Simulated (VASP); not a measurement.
Write the native input for VASP 6.6.1 that does the following.

```
Task                   : single point
Functional             : PBE
Potentials or basis    : VASP PAW PBE potentials, release 64 (Tb)
Cutoff                 : 520 eV
k mesh                 : 9 × 9 × 9
Occupations            : fermi-dirac, width 0.05 eV
Spin                   : collinear spin, ferromagnetic start
Starting moments       : [6.0] μB
Dipole correction      : no
Further INCAR settings : ALGO = Normal; EDIFF = 1e-06; NBANDS = 20
```

The structure of Tb lies in POSCAR:

```
Tb
1.0
    0.0000000000      2.5030520632      2.5030520632
    2.5030520632      0.0000000000      2.5030520632
    2.5030520632      2.5030520632      0.0000000000
Tb
1
Direct
    0.0000000000      0.0000000000      0.0000000000
```

This cell differs from its parent crystal: volume scaled by 0.98.

One way to write it, as run:

INCAR

```
PREC = Accurate
ENCUT = 520
EDIFF = 1E-6
ISMEAR = -1
SIGMA = 0.05
LREAL = False
LASPH = True
NELM = 150
ALGO = Normal
ISIF = 2
LWAVE = False
LCHARG = False
ISPIN = 2
MAGMOM = 6
LORBIT = 11
LMAXMIX = 6
GGA = PE
NBANDS = 20
```

KPOINTS

```
regular mesh
0
Gamma
  9 9 9
```

Potentials or basis: VASP PAW PBE potentials, release 64 (Tb).

Run with:

```bash
$ cat potpaw_PBE.64/Tb/POTCAR > POTCAR
$ mpirun -np 1 vasp_std > vasp.out
```

Results of the run:

- Pressure: 0.7 GPa
- Net moment: 5.87 μB per cell
- Site moments: Tb +5.70 μB
- Valence electrons inside the program's atomic spheres: Tb 16.32

Caveat: the magnetic or orbital state may not be the lowest.

It took 2.2 min on 1 thread of Intel(R) Xeon(R) Platinum 8259CL CPU @ 2.50GHz (Skylake/Cascade Lake) (shared host), peak memory 0.21 GiB.
